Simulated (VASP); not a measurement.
A run of VASP 6.6.1:

The input INCAR:

```
SYSTEM = C
PREC = Accurate ; ENCUT = 910
EDIFF = 1E-6 ; ISMEAR = 0
SIGMA = 0.01 ; LREAL = .False.
LASPH = .True. ; NELM = 120
ALGO = Normal ; ISIF = 2
LWAVE = .False. ; LCHARG = .True.
LELF = .True. ; LVHAR = .True.
NBANDS = 11 ; GGA_COMPAT = .False.
```

KPOINTS

```
regular mesh
0
Gamma
  4 4 4
  0 0 0
```

Contents of POSCAR:

```
C
1.0
    0.0000000000      1.7833700000      1.7833700000
    1.7833700000      0.0000000000      1.7833700000
    1.7833700000      1.7833700000      0.0000000000
C
2
Direct
    0.0000000000      0.0000000000      0.0000000000
    0.2500000000      0.2500000000      0.2500000000
```

Potentials or basis: VASP PAW LDA potentials, release 64 (C_h).

Run with:

```sh
$ cat potpaw_LDA.64/C_h/POTCAR > POTCAR
$ mpirun -np 1 vasp_std > vasp.out
```

Hardware: 1 thread of AMD EPYC 9R45 96-Core Processor (Zen 5), on a shared host.

Estimate the wall time of this run.

Wall time 2 s on 1 thread of AMD EPYC 9R45 96-Core Processor (Zen 5), with other jobs on the host, peak memory 0.09 GiB. Counts: scf iterations 11, k points 8.
